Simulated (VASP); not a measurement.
Input of a VASP 6.6.1 run:

The input INCAR:

```
PREC = Accurate
ENCUT = 520
EDIFF = 1E-6
ISMEAR = 0
SIGMA = 0.15
LREAL = F
LASPH = T
NELM = 100
ALGO = Normal
ISIF = 2
LWAVE = F
LCHARG = T
GGA = PE
LELF = T
LVHAR = T
NBANDS = 18
```

Contents of KPOINTS:

```
Automatic mesh
0
Gamma
  4 4 4
```

POSCAR

```
MgZrH4
1.0
    1.7717918913      1.0229445272      5.3345763345
   -1.7717918913      1.0229445272      5.3345763345
    0.0000000000     -2.0458890490      5.3345763355
Mg Zr H
1 1 4
Direct
    0.6796955967      0.6796955967      0.6796955967
    0.8526652900      0.8526652900      0.8526652900
    0.2840848729      0.7817557776      0.2840848729
    0.2840848729      0.2840848729      0.7817557776
    0.7817557776      0.2840848729      0.2840848729
    0.2409898499      0.2409898499      0.2409898499
```

Potentials or basis: VASP PAW PBE potentials, release 64 (Mg, Zr_sv, H).

Launch:

```sh
$ cat potpaw_PBE.64/Mg/POTCAR potpaw_PBE.64/Zr_sv/POTCAR potpaw_PBE.64/H/POTCAR > POTCAR
$ mpirun -np 1 vasp_std > vasp.out
```

Problem. Estimate the band gap on the k mesh.

Solution. Zero (band 9 reaches 4.70 eV, above the bottom of band 10 at 4.68 eV).

Problem. Predict the largest force.

Solution. 0.021 eV/Å.

Problem. What does it give for the pressure?

Solution. 0.0 GPa.

Stress tensor (GPa, compression positive):
```
-0.05  0.00  0.00
 0.00 -0.05  0.00
 0.00  0.00  0.20
```

Caveat: the k points lie up to 0.52 Å⁻¹ apart.
